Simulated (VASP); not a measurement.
# Au (Fm-3m) in VASP: notebook

The runs below take Au through single point, relaxation of cell and atoms, with r2SCAN.

All numbers are computed with VASP 6.6.1; they aren't measurements. Logs are shortened: lines on timing, memory, paths and dates and some standing lists are left out, and cuts for length are marked.

### Step 1. The cell of the first run

The structure is cubic, space group Fm-3m (No. 225). Conventional cell: a = 4.124 Å, b = 4.124 Å, c = 4.124 Å, α = 90.00°, β = 90.00°, γ = 90.00°. Au (site symmetry m-3m) has 12 Au at 2.92 Å within 3.8 Å.

### Step 2. Single point, r2SCAN

POSCAR reads:

```
Au
1.0
    0.0000000000      2.0622419442      2.0622419442
    2.0622419442      0.0000000000      2.0622419442
    2.0622419442      2.0622419442      0.0000000000
Au
1
Direct
    0.0000000000      0.0000000000      0.0000000000
```

INCAR.step1 reads:

```
ALGO = Normal
EDIFF = 1E-4
ENCUT = 520
GGA = PE
ISMEAR = -1
LASPH = T
LCHARG = F
LREAL = F
LWAVE = T
NBANDS = 12
NELM = 80
PREC = Accurate
SIGMA = 0.0994
```

INCAR.step2 reads:

```
ALGO = Normal
EDIFF = 1E-6
ENCUT = 520
ISIF = 2
ISMEAR = -1
ISTART = 1
LASPH = T
LCHARG = T
LELF = T
LMIXTAU = T
LREAL = F
LVHAR = T
LWAVE = F
METAGGA = R2SCAN
NBANDS = 12
NELM = 80
PREC = Accurate
SIGMA = 0.0994
```

KPOINTS reads:

```
k-points
0
Gamma
  14 14 14
```

Potentials or basis: VASP PAW PBE potentials, release 64 (Au).

Command:

```sh
$ cat potpaw_PBE.64/Au/POTCAR > POTCAR
$ cp INCAR.step1 INCAR
$ mpirun -np 1 vasp_std > vasp.out
$ cp INCAR.step2 INCAR
$ mpirun -np 1 vasp_std > vasp.out
```

OUTCAR:

```text
EDIFF = 1E-6
   ENCUT = 520
   ISIF = 2
   ISMEAR = -1
   ISTART = 1
   LASPH = T
   LREAL = F
   METAGGA = R2SCAN
   NELM = 80
   PREC = Accurate

 ion  position               nearest neighbor table
   1  0.000  0.000  0.000-

  LATTYP: Found a face centered cubic cell.
 ALAT       =     4.1244838884

  Lattice vectors:

 A1 = (   0.0000000000,   2.0622419442,   2.0622419442)
 A2 = (   2.0622419442,   0.0000000000,   2.0622419442)
 A3 = (   2.0622419442,   2.0622419442,   0.0000000000)

Analysis of symmetry for initial positions (statically):
=====================================================================
 Subroutine PRICEL returns:
 Original cell was already a primitive cell.

 Routine SETGRP: Setting up the symmetry group for a
 face centered cubic supercell.

 Subroutine GETGRP returns: Found 48 space group operations
 (whereof 48 operations were pure point group operations)
 out of a pool of 48 trial point group operations.

The static configuration has the point symmetry O_h .

Analysis of symmetry for dynamics (positions and initial velocities):
=====================================================================
 Subroutine PRICEL returns:
 Original cell was already a primitive cell.

 Routine SETGRP: Setting up the symmetry group for a
 face centered cubic supercell.

 Subroutine GETGRP returns: Found 48 space group operations
 (whereof 48 operations were pure point group operations)
 out of a pool of 48 trial point group operations.

The dynamic configuration has the point symmetry O_h .

 Subroutine INISYM returns: Found 48 space group operations
 (whereof 48 operations are pure point group operations),
 and found     1 'primitive' translations

----------------------------------------------------------------------------------------

                                     Primitive cell

  volume of cell :      17.5408

  direct lattice vectors                    reciprocal lattice vectors
     0.000000000  2.062241944  2.062241944    -0.242454578  0.242454578  0.242454578
     2.062241944  0.000000000  2.062241944     0.242454578 -0.242454578  0.242454578
     2.062241944  2.062241944  0.000000000     0.242454578  0.242454578 -0.242454578

  length of vectors
     2.916450526  2.916450526  2.916450526     0.419943647  0.419943647  0.419943647

  position of ions in fractional coordinates (direct lattice)
     0.000000000  0.000000000  0.000000000

  ion indices of the primitive-cell ions
   primitive index   ion index
                 1           1

----------------------------------------------------------------------------------------

 KPOINTS: k-points

Automatic generation of k-mesh.
 Grid dimensions read from file:
 generate k-points for:   14   14   14

 Generating k-lattice:

  Cartesian coordinates                     Fractional coordinates (reciprocal lattice)
    -0.017318184  0.017318184  0.017318184     0.071428571  0.000000000  0.000000000
     0.017318184 -0.017318184  0.017318184     0.000000000  0.071428571  0.000000000
     0.017318184  0.017318184 -0.017318184     0.000000000  0.000000000  0.071428571

  Length of vectors
     0.029995975  0.029995975  0.029995975

  Shift w.r.t. Gamma in fractional coordinates (k-lattice)
     0.000000000  0.000000000  0.000000000

 Subroutine IBZKPT returns following result:
 ===========================================

 Found    104 irreducible k-points:

 Following reciprocal coordinates:
            Coordinates               Weight
  0.000000  0.000000  0.000000      1.000000
  0.071429  0.000000  0.000000      8.000000
  0.142857  0.000000  0.000000      8.000000
  0.214286  0.000000  0.000000      8.000000
  0.285714  0.000000  0.000000      8.000000
  0.357143  0.000000  0.000000      8.000000
[... 16 lines left out ...]
  0.214286  0.142857  0.000000     24.000000
  0.285714  0.142857  0.000000     24.000000
 [... further k-points ...]
   k-points           NKPTS =    104   k-points in BZ     NKDIM =    104   number of bands    NBANDS=     12
   number of dos      NEDOS =    301   number of ions     NIONS =      1
   total plane-waves  NPLWV =  13824
   dimension x,y,z NGX =    24 NGY =   24 NGZ =   24
   dimension x,y,z NGXF=    48 NGYF=   48 NGZF=   48
   ions per type =               1
   NGX,Y,Z   is equivalent  to a cutoff of  13.68, 13.68, 13.68 a.u.
   NGXF,Y,Z  is equivalent  to a cutoff of  27.36, 27.36, 27.36 a.u.
 SYSTEM =  unknown system
   PREC   = accura    normal or accurate (medium, high low for compatibility)
   ISTART =      1    job   : 0-new  1-cont  2-samecut
   ICHARG =      0    charge: 1-file 2-atom 10-const
   ISPIN  =      1    spin polarized calculation?
   LNONCOLLINEAR =      F non collinear calculations
   LSORBIT =      F    spin-orbit coupling
   LASPH  =      T    aspherical Exc in radial PAW
   ENCUT  =  520.0 eV  38.22 Ry    6.18 a.u.   5.42  5.42  5.42*2*pi/ulx,y,z
   NELM   =     80;   NELMIN=  2; NELMDL=  0     # of ELM steps
   EDIFF  = 0.1E-05   stopping-criterion for ELM
   LREAL  =      F    real-space projection
   EDIFFG = 0.1E-04   stopping-criterion for IOM
   NSW    =      0    number of steps for IOM
   IBRION =     -1    ionic relax: 0-MD 1-quasi-New 2-CG
   NFREE  =      0    steps in history (QN), initial steepest desc. (CG)
   ISIF   =      2    stress and relaxation
   ISYM   =      2    0-nonsym 1-usesym 2-fastsym
   POTIM  = 0.5000    time-step for ionic-motion
   TEBEG  =    0.0;   TEEND  =   0.0 temperature during run
   PSTRESS=    0.0 pullay stress
   NELECT =      11.0000    total number of electrons
   NUPDOWN=      -1.0000    fix difference up-down
   EMIN   =  10.00;   EMAX   =-10.00  energy-range for DOS
   EFERMI =   0.00;   METHOD = LEGACY
   ISMEAR =    -1;   SIGMA  =   0.10  broadening in eV -4-tet -1-fermi 0-gaus
   EFERMI_NEDOS =   21; number of points for ismear=-14 and -15
   IALGO  =     38    algorithm
   IMIX   =      4    mixing-type and parameters
     AMIX     =   0.40;   BMIX     =  1.00
     AMIX_MAG =   1.60;   BMIX_MAG =  1.00
  volume/ion in A,a.u.               =      17.54       118.37
  Fermi-wavevector in a.u.,A,eV,Ry     =   1.401273  2.648022 26.715941  1.963566
  Thomas-Fermi vector in A             =   2.524151
   LORBIT       =      0    0 simple, 1 ext, 2 COOP (PROOUT), +10 PAW based schemes
   METAGGA = R2SCAN    functional components
   LHFCALC =     F    Hartree Fock is set to
   AEXX    =    0.0000 exact exchange contribution
   IVDW    =     0    specifies the selected vdW correction
   LEPSILON=     F    determine dielectric tensor
   LRPA    =     F    only Hartree local field effects (RPA)
 non-spin polarized calculation
  energy-cutoff  :      520.00
  volume of cell :       17.54
 maximum number of plane-waves:       495
 NGX is ok and might be reduce to    24
   NGX = 11   NGY = 11   NGZ = 11

 number of electron      11.0000001 magnetization

 Free energy of the ion-electron system (eV)
  ---------------------------------------------------
  ext. energy  EPLUGINS =         0.00000000
  ---------------------------------------------------
  free energy    TOTEN  =       -50.59709766 eV

  energy without entropy =      -50.58669853  energy(sigma->0) =      -50.59189809

 E-fermi :   8.8165     XC(G=0): -13.4259

 val. band max:        8.7371750624   @ k =   0.5000   0.0714   0.0000
 cond. band min:       8.8442201752   @ k =   0.5000   0.3571   0.1429
 fundamental gap:      0.1070451129
 Fermi energy:         8.8165493123

 k-point     1 :       0.0000    0.0000    0.0000
  band No.  band energies     occupation
      1      -0.9260      2.00000
      2       4.0599      2.00000
      3       4.0599      2.00000
      4       4.0599      2.00000
      5       5.5159      2.00000
      6       5.5159      2.00000
      7      24.2082      0.00000
      8      28.1241      0.00000
      9      28.1242      0.00000
     10      28.1242      0.00000
     11      33.3027      0.00000
     12      37.4510      0.00000

 k-point     2 :       0.0714    0.0000    0.0000
  band No.  band energies     occupation
      1      -0.7464      2.00000
      2       4.0057      2.00000
      3       4.1196      2.00000
      4       4.1196      2.00000
      5       5.4906      2.00000
      6       5.4906      2.00000
      7      24.3986      0.00000
      8      26.9969      0.00000
      9      28.3201      0.00000
     10      28.3201      0.00000
     11      34.0053      0.00000
     12      35.9102      0.00000

 k-point     3 :       0.1429    0.0000    0.0000
  band No.  band energies     occupation
      1      -0.2339      2.00000
      2       3.8899      2.00000
      3       4.2575      2.00000
      4       4.2575      2.00000
      5       5.4605      2.00000
      6       5.4605      2.00000
      7      24.2855      0.00000
      8      25.3125      0.00000
      9      28.8346      0.00000
     10      28.8346      0.00000
     11      32.5120      0.00000
     12      34.7211      0.00000

 k-point     4 :       0.2143    0.0000    0.0000
  band No.  band energies     occupation
      1       0.5009      2.00000
      2       3.8688      2.00000
      3       4.3434      2.00000
      4       4.3434      2.00000
      5       5.5594      2.00000
      6       5.5594      2.00000
      7      21.8033      0.00000
      8      25.3791      0.00000
      9      29.3311      0.00000
     10      29.3311      0.00000
     11      31.3643      0.00000
     12      33.0987      0.00000

 k-point     5 :       0.2857    0.0000    0.0000
  band No.  band energies     occupation
      1       1.1722      2.00000
      2       4.2717      2.00000
      3       4.2858      2.00000
      4       4.2858      2.00000
      5       5.8663      2.00000
      6       5.8663      2.00000
      7      18.8953      0.00000
      8      24.9911      0.00000
      9      28.9419      0.00000
     10      28.9419      0.00000
     11      31.8463      0.00000
     12      32.6805      0.00000
[... 228 lines left out ...]
      1      -0.4539      2.00000
      2       3.9008      2.00000
      3       4.2035      2.00000
      4       4.2427      2.00000
      5       5.3639      2.00000
      6       5.5576      2.00000
      7      24.6552      0.00000
      8      25.9666      0.00000
      9      27.7438      0.00000
     10      29.0824      0.00000
     11      33.0559      0.00000
     12      35.4245      0.00000

 k-point    22 :       0.1429    0.1429    0.0000
  band No.  band energies     occupation
      1       0.0053      2.00000
      2       3.6234      2.00000
      3       4.4766      2.00000
      4       4.4766      2.00000
      5       5.0718      2.00000
      6       5.7142      2.00000
      7      25.2272      0.00000
      8      26.3776      0.00000
      9      26.9667      0.00000
     10      26.9667      0.00000
     11      32.5106      0.00000
     12      34.5101      0.00000

 k-point    23 :       0.2143    0.1429    0.0000
  band No.  band energies     occupation
      1       0.5809      2.00000
      2       3.4406      2.00000
      3       4.5662      2.00000
      4       4.6671      2.00000
      5       5.0767      2.00000
      6       5.8352      2.00000
      7      24.0940      0.00000
      8      25.7578      0.00000
      9      26.2912      0.00000
     10      27.7147      0.00000
     11      30.4661      0.00000
     12      34.3275      0.00000

 k-point    24 :       0.2857    0.1429    0.0000
  band No.  band energies     occupation
      1       1.3049      2.00000
      2       3.3761      2.00000
      3       4.3408      2.00000
      4       4.7369      2.00000
      5       5.6083      2.00000
      6       6.0781      2.00000
      7      21.2225      0.00000
      8      25.6686      0.00000
      9      25.6991      0.00000
     10      27.7531      0.00000
     11      30.4751      0.00000
     12      34.2080      0.00000

 [... further k-points ...]

------------------------ aborting loop because EDIFF is reached ----------------------------------------

  FORCE on cell =-STRESS in cart. coord.  units (eV):
  Direction    XX          YY          ZZ          XY          YZ          ZX
  --------------------------------------------------------------------------------------
  -------------------------------------------------------------------------------------
  Total        0.0287796      0.0287796      0.0287796      0.0000000     -0.0000000      0.0000000
  in kB        2.6287353      2.6287353      2.6287353      0.0000000     -0.0000000      0.0000000
  external PRESSURE =       2.6287353 kB  Pullay stress =       0.0000000 kB

 VOLUME and BASIS-vectors are now :
 -----------------------------------------------------------------------------
  energy-cutoff  :      520.00
  volume of cell :       17.54
      direct lattice vectors                 reciprocal lattice vectors
     0.000000000  2.062241944  2.062241944    -0.242454578  0.242454578  0.242454578
     2.062241944  0.000000000  2.062241944     0.242454578 -0.242454578  0.242454578
     2.062241944  2.062241944  0.000000000     0.242454578  0.242454578 -0.242454578

 POSITION                                       TOTAL-FORCE (eV/Angst)
 -----------------------------------------------------------------------------------
      0.00000      0.00000      0.00000        -0.000000     -0.000000     -0.000000
 -----------------------------------------------------------------------------------
    total drift:                               -0.000000      0.000000      0.000000

  FREE ENERGIE OF THE ION-ELECTRON SYSTEM (eV)
  ---------------------------------------------------
  free  energy   TOTEN  =       -50.5970976567 eV

  energy  without entropy=      -50.5866985273  energy(sigma->0) =      -50.59189809
```

Run time: 38 s. Hardware: 1 thread of Intel Xeon Platinum 8488C (Sapphire Rapids), shared host; peak memory 0.15 GiB.

What came out:

```yaml
Free_energy: -50.5971 eV
Pressure: 0.3 GPa
```

Levels at points of the mesh, in eV from the Fermi level:
```
           k point  band 4  band 5  band 6  band 7  band 8  band 9
(0.00, 0.00, 0.00)   -4.76   -3.30   -3.30   15.39   19.31   19.31
(0.50, 0.00, 0.00)   -2.11   -2.11   -0.63    3.05   14.87   17.73
(0.50, 0.50, 0.00)   -1.79   -1.79    1.31    5.80   10.47   10.47
```

Caveat: the PAW data sets were made with another functional, which shifts forces and pressure a little; spin-orbit coupling is left out, which moves the levels of the heavy elements.

### Step 3. Relaxation of cell and atoms, r2SCAN

This run uses another cell than the first one, of 17.90 Å³/atom, 1.020 times its volume.

POSCAR reads:

```
Au
1.0
    0.0000000000      2.0761930700      2.0761930700
    2.0761930700      0.0000000000      2.0761930700
    2.0761930700      2.0761930700      0.0000000000
Au
1
Direct
    0.0000000000      0.0000000000      0.0000000000
```

INCAR.step1 reads:

```
PREC     = Accurate       # precision mode
ENCUT    = 600            # plane-wave cutoff, eV
ISMEAR   = -1             # smearing method
SIGMA    = 0.0994         # smearing width, eV
LREAL    = False          # projectors in reciprocal space
LASPH    = True           # aspherical terms in the spheres
NELM     = 100            # most SCF steps
GGA      = PE             # functional
ALGO     = Normal         # electronic algorithm
EDIFF    = 1E-4           # SCF threshold, eV
LWAVE    = True           # write WAVECAR
LCHARG   = False          # write CHGCAR
```

INCAR.step2 reads:

```
PREC     = Accurate       # precision mode
ENCUT    = 600            # plane-wave cutoff, eV
EDIFF    = 1E-6           # SCF threshold, eV
ISMEAR   = -1             # smearing method
SIGMA    = 0.0994         # smearing width, eV
LREAL    = False          # projectors in reciprocal space
LASPH    = True           # aspherical terms in the spheres
NELM     = 100            # most SCF steps
ALGO     = Normal         # electronic algorithm
ISIF     = 3              # what is computed and relaxed
LWAVE    = False          # write WAVECAR
LCHARG   = False          # write CHGCAR
METAGGA  = R2SCAN         # meta-GGA
LMIXTAU  = True         
IBRION   = 2              # ionic algorithm
NSW      = 100            # ionic steps
EDIFFG   = -0.01          # ionic threshold
ISTART   = 1
```

KPOINTS reads:

```
regular mesh
0
Gamma
  14 14 14
```

Potentials or basis: VASP PAW PBE potentials, release 64 (Au).

Command:

```sh
$ cat potpaw_PBE.64/Au/POTCAR > POTCAR
$ cp INCAR.step1 INCAR
$ mpirun -np 1 vasp_std > vasp.out
$ cp INCAR.step2 INCAR
$ mpirun -np 1 vasp_std > vasp.out
```

Run time: 68 s. Hardware: 1 thread of Intel Xeon Platinum 8488C (Sapphire Rapids), shared host; peak memory 0.16 GiB.

The run converged. Its results:

| Quantity | Value |
| --- | --- |
| Free energy | -50.5965 eV |
| Relaxed volume | 17.58 Å³/atom |
| Relaxed cell | a = 2.919 Å, b = 2.919 Å, c = 2.919 Å, α = 60.00°, β = 60.00°, γ = 60.00° |
| Space group after relaxing (to 0.05 Å) | Fm-3m (No. 225) |
| Energy gained by relaxing | 2.7 meV/atom |
| Ionic steps | 3 |
| Pressure after relaxing | 0.0 GPa |

The path:
| step | energy change (eV) | largest force (eV/Å) | pressure (GPa) | volume (Å³) |
| --- | --- | --- | --- | --- |
| 1 | 0.0000 | 0.0000 | -2.58 | 17.90 |
| 2 | 0.0023 | 0.0000 | 3.97 | 17.16 |
| 3 | -0.0027 | 0.0000 | 0.01 | 17.58 |

Final structure:
```cif
data_structure
_symmetry_space_group_name_H-M 'P 1'
_symmetry_Int_Tables_number 1
_cell_length_a 2.9186
_cell_length_b 2.9186
_cell_length_c 2.9186
_cell_angle_alpha 60.000
_cell_angle_beta 60.000
_cell_angle_gamma 60.000
_cell_volume 17.58
loop_
_atom_site_label
_atom_site_type_symbol
_atom_site_fract_x
_atom_site_fract_y
_atom_site_fract_z
_atom_site_occupancy
Au1 Au 0.00000 0.00000 0.00000 1
```

Levels at points of the mesh, in eV from the Fermi level:
| k point | band 2 | band 3 | band 4 | band 5 | band 6 | band 7 | band 8 | band 9 |
| --- | --- | --- | --- | --- | --- | --- | --- | --- |
| (0.00, 0.00, 0.00) | -4.74 | -4.74 | -4.74 | -3.29 | -3.29 | 15.40 | 19.30 | 19.30 |
| (0.50, 0.00, 0.00) | -4.79 | -4.79 | -2.11 | -2.11 | -0.62 | 3.04 | 14.87 | 17.71 |
| (0.50, 0.50, 0.00) | -6.75 | -2.17 | -1.79 | -1.79 | 1.31 | 5.79 | 10.47 | 10.47 |

Caveat: the PAW data sets were made with another functional, which shifts forces and pressure a little; spin-orbit coupling is left out, which moves the levels of the heavy elements.
